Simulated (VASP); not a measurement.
# Al4VN2 (P1) in VASP: relaxation of cell and atoms with PBE

Aim: the relaxation of cell and atoms of Al4VN2 with PBE.

Everything below comes from runs of VASP 6.6.1. Logs are shortened: lines on timing, memory, paths and dates and some standing lists are left out, and cuts for length are marked.

### 1 The cell of the first run

The typed cell holds 7 atoms: a = 2.802 Å, b = 2.938 Å, c = 11.810 Å, α = 90.06°, β = 90.53°, γ = 120.39°.

### 2 Relaxation of cell and atoms, PBE

The input, INCAR:

```
PREC = Accurate ; ENCUT = 600
EDIFF = 1E-6 ; ISMEAR = 0
SIGMA = 0.2 ; LREAL = F
LASPH = T ; NELM = 80
ALGO = Normal ; ISIF = 3
LWAVE = F ; LCHARG = F
GGA = PE ; IBRION = 2
NSW = 80 ; EDIFFG = -0.025
```

The input, KPOINTS:

```
Automatic mesh
0
Gamma
  12 12 2
```

The input, POSCAR:

```
Al4VN2
1.0
    2.8017913406     -0.0481155989     -0.0130949538
   -1.4425650013      2.5597682789     -0.0013236753
   -0.0537676039     -0.0373185180     11.8100544832
Al V N
4 1 2
Direct
    0.6463519092      0.3254562256      0.2114117159
    0.3357676920      0.6829446432      0.7966984747
    0.3374885907      0.6679496253      0.3972776550
    0.6681851149      0.3110521453      0.5933848357
    0.0465444811      0.0110296668      0.0012405860
    0.6467351851      0.3341597870      0.8880748816
    0.3189270270      0.6674079067      0.1119118511
```

Potentials or basis: VASP PAW PBE potentials, release 64 (Al, V_sv, N).

Launch:

```sh
cat potpaw_PBE.64/Al/POTCAR potpaw_PBE.64/V_sv/POTCAR potpaw_PBE.64/N/POTCAR > POTCAR
mpirun -np 1 vasp_std > vasp.out
```

OUTCAR:

```text
PREC = Accurate
   ENCUT = 600
   EDIFF = 1E-6
   ISMEAR = 0
   LREAL = F
   LASPH = T
   NELM = 80
   ISIF = 3
   GGA = PE
   IBRION = 2
   NSW = 80
   EDIFFG = -0.025

 ion  position               nearest neighbor table
   1  0.646  0.325  0.211-   7 2.02   7 2.04   7 2.04   3 2.74   3 2.74   3 2.77   5 2.86   5 3.04
                             5 3.06
   2  0.336  0.683  0.797-   6 1.97   6 1.97   6 2.00   5 2.87   4 2.88   4 2.89   5 2.95   5 2.97
                             4 2.98
   3  0.337  0.668  0.397-   1 2.74   1 2.74   1 2.77   4 2.82   4 2.84   4 2.88
   4  0.668  0.311  0.593-   3 2.82   3 2.84   3 2.88   2 2.88   2 2.89   2 2.98
   5  0.047  0.011  0.001-   6 1.99   7 2.02   7 2.12   6 2.17   7 2.20   6 2.23   1 2.86   2 2.87
                             2 2.95   2 2.97   1 3.04   1 3.06
   6  0.647  0.334  0.888-   2 1.97   2 1.97   5 1.99   2 2.00   5 2.17   5 2.23
   7  0.319  0.667  0.112-   1 2.02   5 2.02   1 2.04   1 2.04   5 2.12   5 2.20

  LATTYP: Found a triclinic cell.
 ALAT       =     2.8558892351
 B/A-ratio  =     0.9812127938
 C/A-ratio  =     4.1353970216
 COS(alpha) =     0.0091706179
 COS(beta)  =     0.0099943977
 COS(gamma) =     0.4607854902

  Lattice vectors:

 A1 = (   1.3592263393,   2.5116526800,  -0.0144186291)
 A2 = (   2.8017913406,  -0.0481155989,  -0.0130949538)
 A3 = (   0.0537676039,   0.0373185180, -11.8100544832)

Analysis of symmetry for initial positions (statically):
=====================================================================
 Subroutine PRICEL returns:
 Original cell was already a primitive cell.

 Routine SETGRP: Setting up the symmetry group for a
 triclinic supercell.

 Subroutine GETGRP returns: Found  1 space group operations
 (whereof  1 operations were pure point group operations)
 out of a pool of  2 trial point group operations.

The static configuration has the point symmetry C_1 .

Analysis of symmetry for dynamics (positions and initial velocities):
=====================================================================
 Subroutine PRICEL returns:
 Original cell was already a primitive cell.

 Routine SETGRP: Setting up the symmetry group for a
 triclinic supercell.

 Subroutine GETGRP returns: Found  1 space group operations
 (whereof  1 operations were pure point group operations)
 out of a pool of  2 trial point group operations.

The dynamic configuration has the point symmetry C_1 .

 Subroutine INISYM returns: Found  1 space group operations
 (whereof  1 operations are pure point group operations),
 and found     1 'primitive' translations

----------------------------------------------------------------------------------------

                                     Primitive cell

  volume of cell :      83.8786

  direct lattice vectors                    reciprocal lattice vectors
     2.801791341 -0.048115599 -0.013094954     0.360413278  0.203113152  0.002282669
    -1.442565001  2.559768279 -0.001323675     0.006780474  0.394482178  0.001277391
    -0.053767604 -0.037318518 11.810054483     0.000400385  0.000269425  0.084676289

  length of vectors
     2.802235055  2.938266356 11.810235837     0.413712333  0.394542514  0.084677664

  position of ions in fractional coordinates (direct lattice)
     0.646351909  0.325456226  0.211411716
     0.335767692  0.682944643  0.796698475
     0.337488591  0.667949625  0.397277655
     0.668185115  0.311052145  0.593384836
     0.046544481  0.011029667  0.001240586
     0.646735185  0.334159787  0.888074882
     0.318927027  0.667407907  0.111911851

  ion indices of the primitive-cell ions
   primitive index   ion index
                 1           1
                 2           2
                 3           3
                 4           4
                 5           5
                 6           6
                 7           7

----------------------------------------------------------------------------------------

 KPOINTS: Automatic mesh

Automatic generation of k-mesh.
 Grid dimensions read from file:
 generate k-points for:   12   12    2

 Generating k-lattice:

  Cartesian coordinates                     Fractional coordinates (reciprocal lattice)
     0.030034440  0.016926096  0.000190222     0.083333333 -0.000000000  0.000000000
     0.000565040  0.032873515  0.000106449    -0.000000000  0.083333333 -0.000000000
     0.000200193  0.000134712  0.042338144    -0.000000000  0.000000000  0.500000000

  Length of vectors
     0.034476028  0.032878543  0.042338832

  Shift w.r.t. Gamma in fractional coordinates (k-lattice)
     0.000000000  0.000000000  0.000000000

 Subroutine IBZKPT returns following result:
 ===========================================

 Found    148 irreducible k-points:

 Following reciprocal coordinates:
            Coordinates               Weight
  0.000000  0.000000  0.000000      1.000000
  0.083333 -0.000000  0.000000      2.000000
  0.166667 -0.000000  0.000000      2.000000
  0.250000 -0.000000  0.000000      2.000000
  0.333333 -0.000000  0.000000      2.000000
  0.416667 -0.000000 -0.000000      2.000000
[... 16 lines left out ...]
  0.250000  0.166667  0.000000      2.000000
  0.333333  0.166667  0.000000      2.000000
 [... further k-points ...]
   k-points           NKPTS =    148   k-points in BZ     NKDIM =    148   number of bands    NBANDS=     21
   number of dos      NEDOS =    301   number of ions     NIONS =      7
   total plane-waves  NPLWV =  55296
   dimension x,y,z NGX =    24 NGY =   24 NGZ =   96
   dimension x,y,z NGXF=    48 NGYF=   48 NGZF=  192
   ions per type =               4   1   2
   NGX,Y,Z   is equivalent  to a cutoff of  14.24, 13.58, 13.51 a.u.
   NGXF,Y,Z  is equivalent  to a cutoff of  28.48, 27.16, 27.03 a.u.
 SYSTEM =  unknown system
   PREC   = accura    normal or accurate (medium, high low for compatibility)
   ISTART =      0    job   : 0-new  1-cont  2-samecut
   ICHARG =      2    charge: 1-file 2-atom 10-const
   ISPIN  =      1    spin polarized calculation?
   LNONCOLLINEAR =      F non collinear calculations
   LSORBIT =      F    spin-orbit coupling
   LASPH  =      T    aspherical Exc in radial PAW
   ENCUT  =  600.0 eV  44.10 Ry    6.64 a.u.   5.60  5.87 23.59*2*pi/ulx,y,z
   NELM   =     80;   NELMIN=  2; NELMDL= -5     # of ELM steps
   EDIFF  = 0.1E-05   stopping-criterion for ELM
   LREAL  =      F    real-space projection
   EDIFFG = -.3E-01   stopping-criterion for IOM
   NSW    =     80    number of steps for IOM
   IBRION =      2    ionic relax: 0-MD 1-quasi-New 2-CG
   NFREE  =      1    steps in history (QN), initial steepest desc. (CG)
   ISIF   =      3    stress and relaxation
   ISYM   =      2    0-nonsym 1-usesym 2-fastsym
   POTIM  = 0.5000    time-step for ionic-motion
   TEBEG  =    0.0;   TEEND  =   0.0 temperature during run
   PSTRESS=    0.0 pullay stress
   NELECT =      35.0000    total number of electrons
   NUPDOWN=      -1.0000    fix difference up-down
   EMIN   =  10.00;   EMAX   =-10.00  energy-range for DOS
   EFERMI =   0.00;   METHOD = LEGACY
   ISMEAR =     0;   SIGMA  =   0.20  broadening in eV -4-tet -1-fermi 0-gaus
   EFERMI_NEDOS =   21; number of points for ismear=-14 and -15
   IALGO  =     38    algorithm
   IMIX   =      4    mixing-type and parameters
     AMIX     =   0.40;   BMIX     =  1.00
     AMIX_MAG =   1.60;   BMIX_MAG =  1.00
  volume/ion in A,a.u.               =      11.98        80.86
  Fermi-wavevector in a.u.,A,eV,Ry     =   1.223340  2.311777 20.361944  1.496561
  Thomas-Fermi vector in A             =   2.358454
   LORBIT       =      0    0 simple, 1 ext, 2 COOP (PROOUT), +10 PAW based schemes
   GGA     = PE    functional components
   LHFCALC =     F    Hartree Fock is set to
   AEXX    =    0.0000 exact exchange contribution
   IVDW    =     0    specifies the selected vdW correction
   LEPSILON=     F    determine dielectric tensor
   LRPA    =     F    only Hartree local field effects (RPA)
 conjugate gradient relaxation of ions
 non-spin polarized calculation
 Gauss-broadening in eV      SIGMA  =   0.20
  energy-cutoff  :      600.00
  volume of cell :       83.88
 maximum number of plane-waves:      2824
   NGX = 11   NGY = 11   NGZ = 47

--------------------------------------- Ionic step        1  -------------------------------------------

 number of electron      35.0000003 magnetization

 Free energy of the ion-electron system (eV)
  ---------------------------------------------------
  ext. energy  EPLUGINS =         0.00000000
  ---------------------------------------------------
  free energy    TOTEN  =       -43.58834850 eV

  energy without entropy =      -43.52795966  energy(sigma->0) =      -43.55815408

------------------------ aborting loop because EDIFF is reached ----------------------------------------

  FORCE on cell =-STRESS in cart. coord.  units (eV):
  Direction    XX          YY          ZZ          XY          YZ          ZX
  --------------------------------------------------------------------------------------
  -------------------------------------------------------------------------------------
  Total        3.4550938     -1.6653944      0.9321740      1.7573892      0.0356972     -0.0256281
  in kB       65.9962662    -31.8109484     17.8055963     33.5681546      0.6818575     -0.4895269
  external PRESSURE =      17.3303047 kB  Pullay stress =       0.0000000 kB
[... 104 lines left out ...]
  FREE ENERGIE OF THE ION-ELECTRON SYSTEM (eV)
  ---------------------------------------------------
  free  energy   TOTEN  =       -43.8540804088 eV

  energy  without entropy=      -43.7908052304  energy(sigma->0) =      -43.82244282

[... ionic steps 4 to 12 ...]

--------------------------------------- Ionic step       13  -------------------------------------------

 number of electron      35.0000004 magnetization

------------------------ aborting loop because EDIFF is reached ----------------------------------------
[... 77 lines left out ...]
--------------------------------------- Ionic step       15  -------------------------------------------

 number of electron      35.0000004 magnetization

 Free energy of the ion-electron system (eV)
  ---------------------------------------------------
  ext. energy  EPLUGINS =         0.00000000
  ---------------------------------------------------
  free energy    TOTEN  =       -43.90107144 eV

  energy without entropy =      -43.83951768  energy(sigma->0) =      -43.87029456

 E-fermi :   9.4708     XC(G=0): -11.2797

 val. band max:        9.4657953509   @ k =  -0.0833   0.0833   0.0000
 cond. band min:       9.4810733694   @ k =   0.3333   0.3333   0.5000
 fundamental gap:      0.0152780185
 Fermi energy:         9.4708251150

 k-point     1 :       0.0000    0.0000    0.0000
  band No.  band energies     occupation
      1     -55.5719      2.00000
      2     -29.5042      2.00000
      3     -29.2269      2.00000
      4     -29.2266      2.00000
      5      -8.5331      2.00000
      6      -7.7972      2.00000
[... 565 lines left out ...]
     20      10.7682      0.00000
     21      10.9560      0.00000

 [... further k-points ...]
[... 5 lines left out ...]
  --------------------------------------------------------------------------------------
  -------------------------------------------------------------------------------------
  Total        0.0110068      0.0378517      0.0289056     -0.0233677      0.0121551      0.0044351
  in kB        0.2086959      0.7176900      0.5480662     -0.4430643      0.2304676      0.0840919
  external PRESSURE =       0.4914840 kB  Pullay stress =       0.0000000 kB
[... 22 lines left out ...]
  FREE ENERGIE OF THE ION-ELECTRON SYSTEM (eV)
  ---------------------------------------------------
  free  energy   TOTEN  =       -43.9010714408 eV

  energy  without entropy=      -43.8395176846  energy(sigma->0) =      -43.87029456

 reached required accuracy - stopping structural energy minimisation
```

Wall time 57 min (1 thread of Oxide Virtual Turin-like, shared host); peak memory 0.44 GiB.

What came out:

- Free energy: -43.9011 eV
- Relaxed volume: 12.07 Å³/atom
- Relaxed cell: a = 2.874 Å, b = 2.873 Å, c = 11.819 Å, α = 89.48°, β = 90.17°, γ = 119.99°
- Space group after relaxing (to 0.1 Å): Cm (No. 8)
- Energy gained by relaxing: 44.7 meV/atom
- Ionic steps: 15
- Pressure after relaxing: 0.0 GPa
- Largest force after relaxing: 0.017 eV/Å
- Band gap on the k mesh: zero (an odd number of electrons rules out a gap without spin polarisation)

Forces in eV/Å, atoms in the order of the input:
```
Al   0.001  0.001  0.006
Al  -0.016 -0.005 -0.004
Al   0.008 -0.010  0.000
Al  -0.001  0.010 -0.001
V   -0.004 -0.006 -0.004
N    0.001  0.004  0.003
N    0.010  0.005  0.000
```

Step by step:
| step | energy change (eV) | largest force (eV/Å) | pressure (GPa) | volume (Å³) |
| --- | --- | --- | --- | --- |
| 1 | 0.0000 | 1.9587 | 1.73 | 83.88 |
| 2 | -0.2647 | 0.5074 | -1.79 | 85.42 |
| 3 | -0.2657 | 0.5184 | -1.94 | 85.53 |
| 4 | -0.2956 | 0.2540 | 1.26 | 83.87 |
| 5 | -0.2957 | 0.2571 | 1.07 | 83.96 |
| 6 | -0.3082 | 0.1056 | 0.15 | 84.46 |
| 7 | -0.3090 | 0.1444 | -0.11 | 84.61 |
| 8 | -0.3112 | 0.0674 | -0.06 | 84.57 |
| 9 | -0.3113 | 0.0936 | -0.04 | 84.56 |
| 10 | -0.3120 | 0.0489 | 0.04 | 84.50 |
| 11 | -0.3123 | 0.0336 | 0.11 | 84.46 |
| 12 | -0.3123 | 0.0359 | 0.13 | 84.44 |
| 13 | -0.3126 | 0.0281 | -0.12 | 84.58 |
| 14 | -0.3126 | 0.0296 | -0.12 | 84.59 |
| 15 | -0.3127 | 0.0171 | 0.05 | 84.50 |

Final structure:
```
Al V N
1.0
     2.87371    0.00061   -0.00414
    -1.43643    2.48762    0.01288
    -0.01879    0.05119   11.81920
Al V N
4 1 2
Cartesian
  1.4283 0.8329 2.4201
  -0.0249 1.7249 9.4087
  0.0053 1.6695 4.7714
  1.4599 0.8161 7.0547
  2.8629 0.0133 -0.0035
  1.4080 0.8970 10.4770
  -0.0103 1.6652 1.3512
```

Caveat: the run has no spin polarisation, though such a crystal can be magnetic.
